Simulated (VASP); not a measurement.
# SnSe2 (P1) in VASP: notebook

The runs below take SnSe2 through single point, with PBEsol.

Program: VASP 6.6.1. These are calculated values, not measurements. Logs are shortened: lines on timing, memory, paths and dates and some standing lists are left out, and cuts for length are marked.

## (1) The cell of the first run

The typed cell holds 3 atoms: a = 3.811 Å, b = 3.811 Å, c = 6.137 Å, α = 90.00°, β = 90.00°, γ = 120.00°.

## (2) Single point, PBEsol (atom 2 (Se) moved by (+0.150, +0.150) A along [1 1 0] and z)

Input file INCAR:

```
SYSTEM = SnSe2
  PREC = Accurate
  ENCUT = 520
  EDIFF = 1E-6
  ISMEAR = 0
  SIGMA = 0.05
  LREAL = .False.
  LASPH = .True.
  NELM = 60
  ALGO = Normal
  ISIF = 2
  LWAVE = .False.
  LCHARG = .False.
  GGA = PS
  NBANDS = 20
```

Input file KPOINTS:

```
Automatic mesh
0
Gamma
  6 6 4
  0 0 0
```

Input file POSCAR:

```
SnSe2
1.0
    3.8109987816      0.0000000000      0.0000000000
   -1.9054993908      3.3004217586      0.0000000000
    0.0000000000      0.0000000000      6.1370000000
Sn Se
1 2
Direct
    0.0000000000      0.0000000000      0.0000000000
    0.3772334420      0.6988037767      0.2744419097
    0.6666666667      0.3333333333      0.7500000000
```

Potentials or basis: VASP PAW PBE potentials, release 64 (Sn_d, Se).

Run with:

```sh
cat potpaw_PBE.64/Sn_d/POTCAR potpaw_PBE.64/Se/POTCAR > POTCAR
mpirun -np 1 vasp_std > vasp.out
```

OUTCAR:

```text
SYSTEM = SnSe2
   PREC = Accurate
   ENCUT = 520
   EDIFF = 1E-6
   ISMEAR = 0
   LREAL = .False.
   LASPH = .True.
   NELM = 60
   ISIF = 2
   GGA = PS

 ion  position               nearest neighbor table
   1  0.000  0.000  0.000-   2 2.66   3 2.68   3 2.68   3 2.68   2 2.81   2 2.86
   2  0.377  0.699  0.274-   1 2.66   1 2.81   1 2.86
   3  0.667  0.333  0.750-   1 2.68   1 2.68   1 2.68

  LATTYP: Found a hexagonal cell.
 ALAT       =     3.8109987816
 C/A-ratio  =     1.6103390087

  Lattice vectors:

 A1 = (   3.8109987816,   0.0000000000,   0.0000000000)
 A2 = (  -1.9054993908,   3.3004217586,   0.0000000000)
 A3 = (   0.0000000000,   0.0000000000,   6.1370000000)

Analysis of symmetry for initial positions (statically):
=====================================================================
 Subroutine PRICEL returns:
 Original cell was already a primitive cell.

 Routine SETGRP: Setting up the symmetry group for a
 hexagonal supercell.

 Subroutine GETGRP returns: Found  1 space group operations
 (whereof  1 operations were pure point group operations)
 out of a pool of 24 trial point group operations.

The static configuration has the point symmetry C_1 .

Analysis of symmetry for dynamics (positions and initial velocities):
=====================================================================
 Subroutine PRICEL returns:
 Original cell was already a primitive cell.

 Routine SETGRP: Setting up the symmetry group for a
 hexagonal supercell.

 Subroutine GETGRP returns: Found  1 space group operations
 (whereof  1 operations were pure point group operations)
 out of a pool of 24 trial point group operations.

The dynamic configuration has the point symmetry C_1 .

 Subroutine INISYM returns: Found  1 space group operations
 (whereof  1 operations are pure point group operations),
 and found     1 'primitive' translations

----------------------------------------------------------------------------------------

                                     Primitive cell

  volume of cell :      77.1906

  direct lattice vectors                    reciprocal lattice vectors
     3.810998782  0.000000000  0.000000000     0.262398405  0.151495789  0.000000000
    -1.905499391  3.300421759  0.000000000     0.000000000  0.302991579  0.000000000
     0.000000000  0.000000000  6.137000000     0.000000000  0.000000000  0.162946065

  length of vectors
     3.810998782  3.810998782  6.137000000     0.302991579  0.302991579  0.162946065

  position of ions in fractional coordinates (direct lattice)
[... 81 lines left out ...]
   EDIFF  = 0.1E-05   stopping-criterion for ELM
   LREAL  =      F    real-space projection
   EDIFFG = 0.1E-04   stopping-criterion for IOM
   NSW    =      0    number of steps for IOM
   IBRION =     -1    ionic relax: 0-MD 1-quasi-New 2-CG
   NFREE  =      0    steps in history (QN), initial steepest desc. (CG)
   ISIF   =      2    stress and relaxation
   ISYM   =      2    0-nonsym 1-usesym 2-fastsym
   POTIM  = 0.5000    time-step for ionic-motion
   TEBEG  =    0.0;   TEEND  =   0.0 temperature during run
   PSTRESS=    0.0 pullay stress
   NELECT =      26.0000    total number of electrons
   NUPDOWN=      -1.0000    fix difference up-down
   EMIN   =  10.00;   EMAX   =-10.00  energy-range for DOS
   EFERMI =   0.00;   METHOD = LEGACY
   ISMEAR =     0;   SIGMA  =   0.05  broadening in eV -4-tet -1-fermi 0-gaus
   EFERMI_NEDOS =   21; number of points for ismear=-14 and -15
   IALGO  =     38    algorithm
   IMIX   =      4    mixing-type and parameters
     AMIX     =   0.40;   BMIX     =  1.00
     AMIX_MAG =   1.60;   BMIX_MAG =  1.00
  volume/ion in A,a.u.               =      25.73       173.64
  Fermi-wavevector in a.u.,A,eV,Ry     =   1.139054  2.152501 17.652812  1.297445
  Thomas-Fermi vector in A             =   2.275758
   LORBIT       =      0    0 simple, 1 ext, 2 COOP (PROOUT), +10 PAW based schemes
   GGA     = PS    functional components
   LHFCALC =     F    Hartree Fock is set to
   AEXX    =    0.0000 exact exchange contribution
   IVDW    =     0    specifies the selected vdW correction
   LEPSILON=     F    determine dielectric tensor
   LRPA    =     F    only Hartree local field effects (RPA)
 non-spin polarized calculation
 Gauss-broadening in eV      SIGMA  =   0.05
  energy-cutoff  :      520.00
  volume of cell :       77.19
 maximum number of plane-waves:      2109
   NGX = 15   NGY = 15   NGZ = 23

 number of electron      26.0000004 magnetization

 Free energy of the ion-electron system (eV)
  ---------------------------------------------------
  ext. energy  EPLUGINS =         0.00000000
  ---------------------------------------------------
  free energy    TOTEN  =       -12.89522849 eV

  energy without entropy =      -12.89522834  energy(sigma->0) =      -12.89522841

 E-fermi :   4.4082     XC(G=0):  -9.7008

 val. band max:        4.2661375998   @ k =   0.0000   0.0000   0.5000
 cond. band min:       4.5489871052   @ k =   0.0000   0.5000   0.5000
 fundamental gap:      0.2828495054
 Fermi energy:         4.4082245888

 k-point     1 :       0.0000    0.0000    0.0000
  band No.  band energies     occupation
      1     -17.0828      2.00000
      2     -17.0797      2.00000
      3     -17.0411      2.00000
      4     -17.0295      2.00000
      5     -17.0283      2.00000
      6      -9.8030      2.00000
[... 541 lines left out ...]
     19      12.2015      0.00000
     20      13.2570      0.00000

 [... further k-points ...]

------------------------ aborting loop because EDIFF is reached ----------------------------------------

  FORCE on cell =-STRESS in cart. coord.  units (eV):
  Direction    XX          YY          ZZ          XY          YZ          ZX
  --------------------------------------------------------------------------------------
  -------------------------------------------------------------------------------------
  Total        0.2000391      0.1761369     -0.3298215      0.0305619     -0.4045379     -0.4941231
  in kB        4.1520362      3.6559185     -6.8458156      0.6343467     -8.3966387    -10.2560798
  external PRESSURE =       0.3207130 kB  Pullay stress =       0.0000000 kB

 VOLUME and BASIS-vectors are now :
 -----------------------------------------------------------------------------
  energy-cutoff  :      520.00
  volume of cell :       77.19
      direct lattice vectors                 reciprocal lattice vectors
     3.810998782  0.000000000  0.000000000     0.262398405  0.151495789  0.000000000
    -1.905499391  3.300421759  0.000000000     0.000000000  0.302991579  0.000000000
     0.000000000  0.000000000  6.137000000     0.000000000  0.000000000  0.162946065

 POSITION                                       TOTAL-FORCE (eV/Angst)
 -----------------------------------------------------------------------------------
      0.00000      0.00000      0.00000         0.258368      0.187614      0.993472
      0.10607      2.30635      1.68425        -0.321890     -0.263839     -0.609580
      1.90550      1.10014      4.60275         0.063523      0.076225     -0.383892
 -----------------------------------------------------------------------------------
    total drift:                                0.000108      0.000119      0.000292

  FREE ENERGIE OF THE ION-ELECTRON SYSTEM (eV)
  ---------------------------------------------------
  free  energy   TOTEN  =       -12.8952284856 eV

  energy  without entropy=      -12.8952283419  energy(sigma->0) =      -12.89522841
```

Run time: 52 s. Hardware: 1 thread of AMD EPYC 9R45 (Zen 5), shared host; peak memory 0.23 GiB.

What came out:

| Property | Result |
| --- | --- |
| Free energy | -12.8952 eV |
| Pressure | 0.0 GPa |
| Largest force | 1.044 eV/Å |
| Band gap on the k mesh | 0.28 eV, indirect (least direct gap 0.74 eV) |

Forces on the atoms (eV/Å):
```
Sn   0.258  0.188  0.993
Se  -0.322 -0.264 -0.610
Se   0.064  0.076 -0.384
```

Stress tensor (GPa, compression positive):
```
 0.42  0.06 -1.03
 0.06  0.37 -0.84
-1.03 -0.84 -0.68
```

Caveat: the cell differs from its parent crystal (atom 2 (Se) moved by (+0.150, +0.150) A along [1 1 0] and z); the PAW data sets were made with another functional, which shifts forces and pressure a little; spin-orbit coupling is left out, which moves the levels of the heavy elements. A k mesh can miss the band edges.

## (3) Single point, PBEsol (atom 2 (Se) moved by (-0.150, -0.300) A along [1 1 0] and z)

Input file INCAR:

```
SYSTEM = SnSe2
PREC = Accurate
ENCUT = 520
EDIFF = 1E-7
ISMEAR = 0
SIGMA = 0.05
LREAL = .FALSE.
LASPH = .TRUE.
NELM = 80
ALGO = Normal
ISIF = 2
LWAVE = .FALSE.
LCHARG = .FALSE.
GGA = PS
NBANDS = 20
```

Input file KPOINTS:

```
regular mesh
0
G
  6 6 4
  0 0 0
```

Edit POSCAR of step 2 so:

```diff
@@ -9,3 +9,3 @@
     0.0000000000      0.0000000000      0.0000000000
-    0.3772334420      0.6988037767      0.2744419097
+    0.2894332246      0.6345295566      0.2011161805
     0.6666666667      0.3333333333      0.7500000000
```

Potentials or basis: VASP PAW PBE potentials, release 64 (Sn_d, Se).

Run with:

```sh
cat potpaw_PBE.64/Sn_d/POTCAR potpaw_PBE.64/Se/POTCAR > POTCAR
mpirun -np 1 vasp_std > vasp.out
```

Wall time 74 s (1 thread of Intel Xeon Platinum 8375C at 2.90GHz (Ice Lake), shared host); peak memory 0.26 GiB.

It converged, with:

* Free energy: -12.2480 eV
* Pressure: 10.3 GPa
* Largest force: 3.885 eV/Å
* Band gap on the k mesh: 0.58 eV, indirect (least direct gap 0.78 eV)

Forces on the atoms (eV/Å):
```
Sn  -0.579 -0.825 -2.752
Se   0.729  0.938  3.698
Se  -0.150 -0.113 -0.947
```

Stress tensor (GPa, compression positive):
```
 8.08 -1.32  2.21
-1.32 10.84  2.62
 2.21  2.62 12.08
```

Levels at points of the mesh, in eV from the valence-band top:
| k point | band 10 | band 11 | band 12 | band 13 | band 14 | band 15 | band 16 | band 17 |
| --- | --- | --- | --- | --- | --- | --- | --- | --- |
| (0.00, 0.00, 0.00) | -1.32 | -0.51 | -0.37 | 0.00 | 0.78 | 2.51 | 3.91 | 4.64 |
| (0.50, 0.00, 0.00) | -3.70 | -2.55 | -1.18 | -0.46 | 0.66 | 3.55 | 6.00 | 6.11 |
| (0.00, 0.50, 0.00) | -3.51 | -2.92 | -0.77 | -0.43 | 0.86 | 3.60 | 5.57 | 6.03 |
| (0.50, 0.50, 0.00) | -3.54 | -2.81 | -0.89 | -0.48 | 0.85 | 3.53 | 5.71 | 6.09 |
| (0.00, 0.00, 0.50) | -1.74 | -1.31 | -0.46 | -0.33 | 1.51 | 2.80 | 3.74 | 4.43 |
| (0.50, 0.00, 0.50) | -3.64 | -1.87 | -0.89 | -0.66 | 0.71 | 3.77 | 5.13 | 6.05 |
| (0.00, 0.50, 0.50) | -3.43 | -2.23 | -1.02 | -0.57 | 1.16 | 4.04 | 5.50 | 5.83 |
| (0.50, 0.50, 0.50) | -3.46 | -2.12 | -1.06 | -0.54 | 1.05 | 3.90 | 5.40 | 5.89 |

Caveat: the cell differs from its parent crystal (atom 2 (Se) moved by (-0.150, -0.300) A along [1 1 0] and z); the PAW data sets were made with another functional, which shifts forces and pressure a little; spin-orbit coupling is left out, which moves the levels of the heavy elements.

## (4) Single point, PBEsol (atom 2 (Se) moved by (-0.150, +0.000) A along [1 1 0] and z)

Input file INCAR:

```
ALGO     = Normal         # electronic algorithm
EDIFF    = 1E-7           # SCF threshold, eV
ENCUT    = 520            # plane-wave cutoff, eV
GGA      = PS             # functional
ISIF     = 2              # what is computed and relaxed
ISMEAR   = 0              # smearing method
LASPH    = True           # aspherical terms in the spheres
LCHARG   = True           # write CHGCAR
LELF     = True           # ELF
LREAL    = False          # projectors in reciprocal space
LVHAR    = True         
LWAVE    = False          # write WAVECAR
NBANDS   = 20             # bands
NELM     = 60             # most SCF steps
PREC     = Accurate       # precision mode
SIGMA    = 0.05           # smearing width, eV
```

Input file KPOINTS:

```
k-points
0
Gamma
  6 6 4
```

Edit POSCAR of step 3 so:

```diff
@@ -9,3 +9,3 @@
     0.0000000000      0.0000000000      0.0000000000
-    0.2894332246      0.6345295566      0.2011161805
+    0.2894332246      0.6345295566      0.2500000000
     0.6666666667      0.3333333333      0.7500000000
```

Run with:

```sh
cat potpaw_PBE.64/Sn_d/POTCAR potpaw_PBE.64/Se/POTCAR > POTCAR
mpirun -np 1 vasp_std > vasp.out
```

It took 75 s on 1 thread of Intel Xeon Platinum 8375C at 2.90GHz (Ice Lake), shared host; peak memory 0.26 GiB.

Results (log left out):

```yaml
Free_energy: -12.8995 eV
Pressure: 2.7 GPa
Largest_force: 0.854 eV/Å
Band_gap_on_the_k_mesh: 0.56 eV, indirect (least direct gap 0.97 eV)
```

Forces on the atoms (eV/Å):
```
Sn  -0.228 -0.339 -0.119
Se   0.327  0.419  0.668
Se  -0.099 -0.080 -0.549
```

Stress tensor (GPa, compression positive):
```
 1.76 -0.27  1.08
-0.27  2.38  1.33
 1.08  1.33  3.90
```

Levels at points of the mesh, in eV from the valence-band top:
```tsv
k point	band 11	band 12	band 13	band 14	band 15	band 16
(0.00, 0.00, 0.00)	-0.36	-0.33	0.00	0.97	2.82	4.34
(0.50, 0.00, 0.00)	-2.74	-1.53	-0.37	1.08	3.64	5.41
(0.00, 0.50, 0.00)	-2.63	-1.06	-0.30	1.09	3.64	5.09
(0.50, 0.50, 0.00)	-2.62	-1.19	-0.34	1.12	3.60	5.19
(0.00, 0.00, 0.50)	-0.62	-0.25	-0.19	2.37	2.79	4.10
(0.50, 0.00, 0.50)	-1.88	-0.80	-0.72	0.56	3.85	4.60
(0.00, 0.50, 0.50)	-2.11	-1.01	-0.65	0.95	4.26	4.80
(0.50, 0.50, 0.50)	-2.02	-0.99	-0.62	0.85	4.10	4.72
```

Caveat: the cell differs from its parent crystal (atom 2 (Se) moved by (-0.150, +0.000) A along [1 1 0] and z); the PAW data sets were made with another functional, which shifts forces and pressure a little; spin-orbit coupling is left out, which moves the levels of the heavy elements.

## (5) Single point, PBEsol (atom 2 (Se) moved by (-0.150, +0.300) A along [1 1 0] and z)

Input file INCAR:

```
PREC = Accurate
ENCUT = 520
EDIFF = 1E-7
ISMEAR = 0
SIGMA = 0.05
LREAL = F
LASPH = T
NELM = 100
ALGO = Normal
ISIF = 2
LWAVE = F
LCHARG = T
GGA = PS
LELF = T
LVHAR = T
NBANDS = 20
```

Input file KPOINTS:

```
Automatic mesh
0
Gamma
  6 6 4
```

Edit POSCAR of step 4 so:

```diff
@@ -9,3 +9,3 @@
     0.0000000000      0.0000000000      0.0000000000
-    0.2894332246      0.6345295566      0.2500000000
+    0.2894332246      0.6345295566      0.2988838195
     0.6666666667      0.3333333333      0.7500000000
```

Run with:

```sh
cat potpaw_PBE.64/Sn_d/POTCAR potpaw_PBE.64/Se/POTCAR > POTCAR
mpirun -np 1 vasp_std > vasp.out
```

Wall time 80 s (1 thread of Intel Xeon Platinum 8375C at 2.90GHz (Ice Lake), shared host); peak memory 0.26 GiB.

Results (log left out):

| Item | Value |
| --- | --- |
| Free energy | -12.7337 eV |
| Pressure | -1.8 GPa |
| Largest force | 1.783 eV/Å |
| Band gap on the k mesh | zero (band 13 reaches 4.60 eV, above the bottom of band 14 at 4.34 eV) |

Forces on the atoms (eV/Å):
```
Sn  -0.023 -0.068  1.782
Se   0.091  0.131 -1.502
Se  -0.067 -0.064 -0.279
```

Stress tensor (GPa, compression positive):
```
-0.35  0.07  0.21
 0.07 -0.50  0.37
 0.21  0.37 -4.46
```

Levels at points of the mesh, in eV from the Fermi level:
```csv
k point,band 9,band 10,band 11,band 12,band 13,band 14,band 15,band 16,band 17,band 18
"(0.00, 0.00, 0.00)",-1.32,-1.30,-0.67,-0.34,-0.04,0.18,2.81,4.02,4.33,7.27
"(0.50, 0.00, 0.00)",-4.50,-3.56,-2.92,-2.48,-0.52,0.82,2.94,4.32,4.71,5.65
"(0.00, 0.50, 0.00)",-4.55,-3.79,-2.87,-2.04,-0.43,0.73,2.75,4.22,4.62,6.08
"(0.50, 0.50, 0.00)",-4.54,-3.75,-2.87,-2.16,-0.46,0.78,2.79,4.22,4.71,5.96
"(0.00, 0.00, 0.50)",-3.05,-1.36,-1.31,-0.21,0.03,1.86,2.82,3.72,3.93,6.56
"(0.50, 0.00, 0.50)",-5.23,-2.68,-2.33,-1.28,-1.09,-0.22,2.76,3.95,5.27,5.46
"(0.00, 0.50, 0.50)",-5.24,-2.68,-2.51,-1.61,-0.99,0.15,3.27,3.86,5.10,5.70
"(0.50, 0.50, 0.50)",-5.24,-2.70,-2.44,-1.53,-0.99,0.05,3.12,3.86,5.02,5.80
```

Caveat: the cell differs from its parent crystal (atom 2 (Se) moved by (-0.150, +0.300) A along [1 1 0] and z); the PAW data sets were made with another functional, which shifts forces and pressure a little; spin-orbit coupling is left out, which moves the levels of the heavy elements.
